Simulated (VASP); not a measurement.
SnTe, 2 atoms in the cell. It takes space group Fm-3m (No. 225, cubic). Conventional cell: a = 6.355 Å, b = 6.355 Å, c = 6.355 Å, α = 90.00°, β = 90.00°, γ = 90.00°. Within 4.2 Å of Sn (site symmetry m-3m) lie 6 Te at 3.18 Å. Te (site symmetry m-3m) has 6 Sn at 3.18 Å within 4.2 Å. 

| Quantity | Value |
| --- | --- |
| Program | VASP 6.6.1 |
| Task | single point |
| Functional | PBE |
| Potentials or basis | VASP PAW PBE potentials, release 64 (Sn_d, Te) |
| Cutoff | 520 eV |
| k mesh | 11 × 11 × 11 |
| Occupations | fermi-dirac, width 0.08 eV |
| Spin | no spin polarisation |
| Dipole correction | no |
| Further INCAR settings | ALGO = Normal; EDIFF = 1e-06; NBANDS = 17 |

Potentials or basis: VASP PAW PBE potentials, release 64 (Sn_d, Te).

Launch:

```sh
$ cat potpaw_PBE.64/Sn_d/POTCAR potpaw_PBE.64/Te/POTCAR > POTCAR
$ mpirun -np 1 vasp_std > vasp.out
```

Hardware: 1 thread of Intel Xeon 8259CL (shared host).

Q: How long does it take, and how much memory?

A: It took 71 s on 1 thread of Intel Xeon 8259CL (shared host), peak memory 0.24 GiB. Counts: scf iterations 12, k points 56.
